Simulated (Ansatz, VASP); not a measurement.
Two plane-wave programs on AlGaN2

File POSCAR:

```
AlGaN2
1.0
    3.2954527410      0.0000000000      0.0000000000
    0.0000000000      3.2954527410      0.0000000000
    0.0000000000      0.0000000000      4.5329156458
Al Ga N
1 1 2
Direct
    0.5000000000      0.5000000000      0.5000000000
    0.0000000000      0.0000000000      0.0000000000
    0.5000000000      0.0000000000      0.7390831705
    0.0000000000      0.5000000000      0.2609168295
```

File INCAR.step1:

```
SYSTEM = AlGaN2
  PREC = Accurate
  ENCUT = 520
  ISMEAR = 0
  SIGMA = 0.05
  LREAL = .FALSE.
  LASPH = .TRUE.
  NELM = 100
  NBANDS = 21
  GGA = PE
  ALGO = Normal
  EDIFF = 1E-4
  LWAVE = .TRUE.
  LCHARG = .FALSE.
```

Contents of INCAR.step2:

```
SYSTEM = AlGaN2
  PREC = Accurate
  ENCUT = 520
  EDIFF = 1E-7
  ISMEAR = 0
  SIGMA = 0.05
  LREAL = .FALSE.
  LASPH = .TRUE.
  NELM = 100
  ALGO = Normal
  ISIF = 2
  LWAVE = .FALSE.
  LCHARG = .FALSE.
  METAGGA = R2SCAN
  LMIXTAU = .TRUE.
  NBANDS = 21
  ISTART = 1
```

Contents of KPOINTS:

```
regular mesh
0
G
  8 8 6
  0 0 0
```

Input for Ansatz:

```yaml
crystal:
  lattice:
    - [3.295452741, 0.0, 0.0]
    - [0.0, 3.295452741, 0.0]
    - [0.0, 0.0, 4.5329156458]
  atoms:
    - { symbol: Al, position: [0.5, 0.5, 0.5] }
    - { symbol: Ga, position: [0.0, 0.0, 0.0] }
    - { symbol: "N", position: [0.5, 0.0, 0.7390831705] }
    - { symbol: "N", position: [0.0, 0.5, 0.2609168295] }
basis:
  ecutwfc: 500
kpoints:
  mp_grid: { grid: [8, 8, 6] }
hamiltonian:
  xc: r2scan
scf:
  occupations: { method: gaussian, width: 0.05 }
output:
  forces: true
  stress: true
  eigenvalues: true
```

Change from the starting cell: strain +0.050 along x and y, +0.025 along z, atoms carried along.

Alike in both runs: task single point; functional r2SCAN; k mesh 8 × 8 × 6; occupations gaussian, width 0.05 eV; no spin polarisation.

|  | VASP | Ansatz |
| --- | --- | --- |
| version | VASP 6.6.1 | Ansatz 0.2.0 |
| potentials or method | VASP PAW PBE potentials, release 64 (Al, Ga_d, N), cutoff 520 eV | scalar-relativistic, plane waves, PAW |
| valence electrons in the cell | 26 | 26 |

VASP gave:

```
gap on the k mesh at the Fermi level (eV)                     : 2.49
least direct gap on the mesh (eV)                             : 2.49
pressure (GPa)                                                : -19.3
traceless stress, the component that is largest in VASP (GPa) : 2.31
rms of the force components (eV/Å)                            : 0.043
```

What did Ansatz give for the same quantities?

gap on the k mesh at the Fermi level (eV): 2.48; least direct gap on the mesh (eV): 2.48; pressure (GPa): -19.4; traceless stress, the component that is largest in VASP (GPa): 2.33; rms of the force components (eV/Å): 0.015.

VASP's potentials were made for PBE, not for r2SCAN. Atom by atom the forces differ by 0.028 eV/Å (rms over components).
